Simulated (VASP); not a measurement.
Set up this calculation in VASP 6.6.1, as the native input.

```yaml
Task: single point
Functional: PBE0
Potentials_or_basis: VASP PAW PBE potentials, release 64 (Li_sv)
Cutoff: 520 eV
k_mesh: 6 × 6 × 6
Occupations: fermi-dirac, width 0.05 eV
Spin: no spin polarisation
Dipole_correction: no
Grid_for_exact_exchange_PRECFOCK: Normal
Further_INCAR_settings: ALGO = Normal; EDIFF = 1e-07; NBANDS = 8
```

Crystal: Li.

```
CELL_PARAMETERS angstrom
-1.75465 1.75465 1.75465
1.75465 -1.75465 1.75465
1.75465 1.75465 -1.75465
ATOMIC_POSITIONS crystal
Li 0.00000 0.00000 0.00000
```

One way to write it, as run:

POSCAR

```
Li
1.0
   -1.7546500000      1.7546500000      1.7546500000
    1.7546500000     -1.7546500000      1.7546500000
    1.7546500000      1.7546500000     -1.7546500000
Li
1
Direct
    0.0000000000      0.0000000000      0.0000000000
```

INCAR.step1

```
PREC = Accurate
ENCUT = 520
EDIFF = 1E-5
ISMEAR = -1
SIGMA = 0.05
LREAL = F
LASPH = T
NELM = 80
ALGO = Normal
ISIF = 2
LWAVE = T
GGA = PE
NBANDS = 8
```

INCAR.step2

```
PREC = Accurate
ENCUT = 520
EDIFF = 1E-7
ISMEAR = -1
SIGMA = 0.05
LREAL = F
LASPH = T
NELM = 80
ALGO = Normal
ISIF = 2
LWAVE = F
LCHARG = T
GGA = PE
LHFCALC = T
AEXX = 0.25
PRECFOCK = Normal
LELF = T
LVHAR = T
ISTART = 1
NBANDS = 8
```

KPOINTS

```
Automatic mesh
0
Gamma
  6 6 6
```

Potentials or basis: VASP PAW PBE potentials, release 64 (Li_sv).

Run with:

```sh
$ cat potpaw_PBE.64/Li_sv/POTCAR > POTCAR
$ cp INCAR.step1 INCAR
$ mpirun -np 1 vasp_std > vasp.out
$ cp INCAR.step2 INCAR
$ mpirun -np 1 vasp_std > vasp.out
```

Wall time 2.5 min on 1 thread of AMD EPYC 7R13 (shared host), peak memory 0.11 GiB.
